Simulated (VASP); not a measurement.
NaF:

```
CELL_PARAMETERS angstrom
0.00000 2.31500 2.31500
2.31500 0.00000 2.31500
2.31500 2.31500 0.00000
ATOMIC_POSITIONS crystal
Na 0.00000 0.00000 0.00000
F 0.50000 0.50000 0.50000
```

```yaml
Program: VASP 6.6.1
Task: relaxation of cell and atoms
Functional: r2SCAN
Dispersion: rVV10
Potentials_or_basis: VASP PAW PBE potentials, release 64 (Na_pv, F)
Cutoff: 600 eV
k_mesh: 10 × 10 × 10
Occupations: gaussian, width 0.02 eV
Spin: no spin polarisation
```

At the start: pressure -2.8 GPa; volume 12.41 Å³/atom.

Question: How do energy, volume and symmetry change on relaxing?

Answer: Over 5 steps the energy falls by 6.4 meV/atom and the volume is 11.76 Å³/atom (-5.2 %); space group Fm-3m (No. 225, to 0.1 Å) before and after.

Step by step:
| step | energy change (eV) | largest force (eV/Å) | pressure (GPa) | volume (Å³) |
| --- | --- | --- | --- | --- |
| 1 | 0.0000 | 0.0000 | -2.79 | 24.81 |
| 2 | -0.0103 | 0.0000 | -1.24 | 24.05 |
| 3 | -0.0123 | 0.0000 | -0.46 | 23.71 |
| 4 | -0.0114 | 0.0000 | 1.19 | 23.06 |
| 5 | -0.0127 | 0.0000 | 0.01 | 23.53 |

Final structure:
```xyz
2
Lattice="0.0000 2.2743 2.2743 2.2743 0.0000 2.2743 2.2743 2.2743 0.0000" Properties=species:S:1:pos:R:3 pbc="T T T"
Na    0.0000    0.0000    0.0000
F     2.2743    2.2743    2.2743
```

Caveat: the PAW data sets were made with another functional, which shifts forces and pressure a little.
